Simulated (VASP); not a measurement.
Crystal: Hf2SiBr.

```
CELL_PARAMETERS angstrom
3.99522 0.00000 0.00000
-1.99761 3.45996 0.00000
0.00000 0.00000 7.23898
ATOMIC_POSITIONS crystal
Hf 0.00000 0.00000 0.24592
Hf 0.00000 0.00000 0.75408
Si 0.00000 0.00000 0.00000
Br 0.00000 0.00000 0.50000
```

The cell was built from a structure type or drawn by symmetry, and may not be a known phase.

- Program: VASP 6.6.1
- Task: relaxation of cell and atoms
- Functional: PBE
- Potentials or basis: VASP PAW PBE potentials, release 64 (Hf_pv, Si, Br)
- Cutoff: 600 eV
- k mesh: 6 × 6 × 4
- Occupations: gaussian, width 0.1 eV
- Spin: no spin polarisation

At the start: pressure 91.8 GPa; volume 25.02 Å³/atom.

**Question.** How do energy, volume and symmetry change on relaxing?

**Answer.** Over 26 steps the energy falls by 7262.9 meV/atom and the volume is 23.66 Å³/atom (-5.4 %); space group P6/mmm (No. 191, to 0.1 Å) before and after.

Step by step:
| step | energy change (eV) | largest force (eV/Å) | pressure (GPa) | volume (Å³) |
| --- | --- | --- | --- | --- |
| 1 | 0.0000 | 7.4974 | 91.84 | 100.07 |
| 2 | -2.6220 | 0.2429 | -23.83 | 282.78 |
| 3 | -23.0274 | 0.8442 | -10.83 | 184.21 |
| 4 | -23.5107 | 0.5250 | -10.47 | 178.33 |
| 5 | -23.9782 | 7.5029 | 4.15 | 140.19 |
| 6 | -24.5233 | 1.1375 | -8.26 | 163.76 |
| 7 | -24.6965 | 4.8311 | -1.69 | 147.89 |
| 8 | -24.8166 | 2.7610 | -5.72 | 155.76 |
| 9 | -24.8342 | 3.1519 | -5.03 | 154.11 |
| 10 | -24.8345 | 3.4124 | -4.55 | 153.07 |
| 11 | -26.6436 | 1.5572 | -8.82 | 133.21 |
| 12 | -27.7364 | 0.3201 | -9.38 | 114.42 |
| 13 | -26.1015 | 0.0578 | 15.29 | 80.15 |
| 14 | -27.8837 | 0.0273 | -8.15 | 107.74 |
| 15 | -28.4151 | 0.7349 | 8.51 | 83.10 |
| 16 | -28.5223 | 0.5594 | 2.15 | 89.25 |
| 17 | -28.8759 | 1.1179 | 4.89 | 89.42 |
| 18 | -28.8705 | 1.1684 | 5.67 | 89.39 |
| 19 | -28.8801 | 1.1627 | 5.19 | 89.41 |
| 20 | -29.0132 | 0.2229 | -0.53 | 97.04 |
| 21 | -29.0192 | 0.3891 | 0.36 | 95.62 |
| 22 | -29.0365 | 0.2397 | -1.18 | 95.95 |
| 23 | -29.0420 | 0.2790 | -0.70 | 95.84 |
| 24 | -29.0491 | 0.1671 | -0.07 | 94.89 |
| 25 | -29.0504 | 0.0982 | 0.33 | 94.31 |
| 26 | -29.0515 | 0.0291 | 0.06 | 94.64 |

Final structure:
```xyz
4
Lattice="3.2243 0.0000 0.0000 -1.6121 2.7923 0.0000 0.0000 0.0000 10.5122" Properties=species:S:1:pos:R:3 pbc="T T T"
Hf    0.0000    0.0000    2.6720
Hf    0.0000    0.0000    7.8402
Si    0.0000    0.0000    0.0000
Br    0.0000    0.0000    5.2561
```

Caveat: a cell axis changed by over 15 % at a fixed basis, so the end point is rough; an odd number of electrons without spin polarisation forces a metal; a magnetic or distorted state may lie lower.
